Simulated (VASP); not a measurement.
Write the native input for VASP 6.6.1 that does the following.

```
Task                   : single point
Functional             : PBE
Potentials or basis    : VASP PAW PBE potentials, release 64 (Zn, O)
Cutoff                 : 520 eV
k mesh                 : 8 × 5 × 1
Occupations            : gaussian, width 0.05 eV
Spin                   : no spin polarisation
Dipole correction      : yes
Further INCAR settings : LREAL = Auto; ALGO = Normal; EDIFF = 1e-06; NBANDS = 106
```

The structure of ZnO (zincite) lies in POSCAR:

```
ZnO
1.0
    3.2794860218      0.0000000000      0.0000000000
    0.0000000000      5.2932739833      0.0000000000
    0.0000000000      0.0000000000     27.3071788939
Zn O
10 10
Direct
    0.0000000000      0.4659519652      0.2874064258
    0.5000000000      0.0024844099      0.3050321474
    0.5000000000      0.5007382756      0.3812354242
    0.0000000000      0.0075281364      0.4120988102
    0.0000000000      0.5051134291      0.4836128336
    0.5000000000      0.0051134422      0.5163871627
    0.5000000000      0.5075282243      0.5879011859
    0.0000000000      0.0007383938      0.6187645737
    0.0000000000      0.5024845871      0.6949678546
    0.5000000000     -0.0340478521      0.7125935750
    0.0000000000      0.1196227222      0.2753115045
    0.5000000000      0.6249216175      0.3096126207
    0.5000000000      0.1250353149      0.3779714064
    0.0000000000      0.6271362821      0.4138691703
    0.0000000000      0.1264172696      0.4822164339
    0.5000000000      0.6264172825      0.5177835627
    0.5000000000      0.1271363668      0.5861308274
    0.0000000000      0.6250354340      0.6220285921
    0.0000000000      0.1249217854      0.6903873820
    0.5000000000      0.6196229134      0.7246885069
```

The input as run:

INCAR

```
SYSTEM = ZnO
PREC = Accurate
ENCUT = 520
EDIFF = 1E-6
ISMEAR = 0
SIGMA = 0.05
LREAL = Auto
LASPH = .TRUE.
NELM = 100
ALGO = Normal
ISIF = 2
LWAVE = .FALSE.
LCHARG = .FALSE.
LDIPOL = .TRUE.
IDIPOL = 3
DIPOL = 0.5 0.5 0.500
GGA = PE
NBANDS = 106
```

KPOINTS

```
regular mesh
0
G
  8 5 1
  0 0 0
```

Potentials or basis: VASP PAW PBE potentials, release 64 (Zn, O).

Command:

```sh
$ cat potpaw_PBE.64/Zn/POTCAR potpaw_PBE.64/O/POTCAR > POTCAR
$ mpirun -np 1 vasp_std > vasp.out
```

Results of the run:

```
Largest force          : 0.112 eV/Å
Band gap on the k mesh : 0.83 eV, direct
```

It took 16 min on 1 thread of Intel(R) Xeon(R) 6975P-C (Granite Rapids), on a shared host, peak memory 0.73 GiB.
